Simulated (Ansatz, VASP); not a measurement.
# MoS2: VASP beside Ansatz

```
Mo S
1.0
     3.14142    0.00000    0.00000
    -1.57071    2.72055    0.00000
     0.00000    0.00000   12.57940
Mo S
2 4
Cartesian
  0.0000 1.8137 3.1448
  1.5707 0.9069 9.4345
  0.0000 1.8137 7.8755
  1.5707 0.9069 1.5858
  0.0000 1.8137 10.9936
  1.5707 0.9069 4.7039
```

Alike in both runs: functional PBEsol; k mesh 12 × 12 × 4; occupations gaussian, width 0.02 eV; no spin polarisation.

Ansatz relaxed the structure, and its values are those at the end. VASP's run is a single point on that final structure, the one shown.

```csv
,VASP,Ansatz
version,VASP 6.6.1,Ansatz 0.2.0
potentials or method,"VASP PAW PBE potentials, release 64 (Mo_sv, S), cutoff 520 eV","scalar-relativistic, plane waves, PAW"
valence electrons in the cell,52,52
```

|  | VASP | Ansatz | Ansatz less VASP |
| --- | --- | --- | --- |
| gap on the k mesh at the Fermi level (eV) | 1.00 | 0.98 | -0.015 |
| least direct gap on the mesh (eV) | 1.75 | 1.74 | -0.005 |
| pressure (GPa) | 0.0 | 0.0 | +0.03 |

VASP's potentials were made for PBE, not for PBEsol.
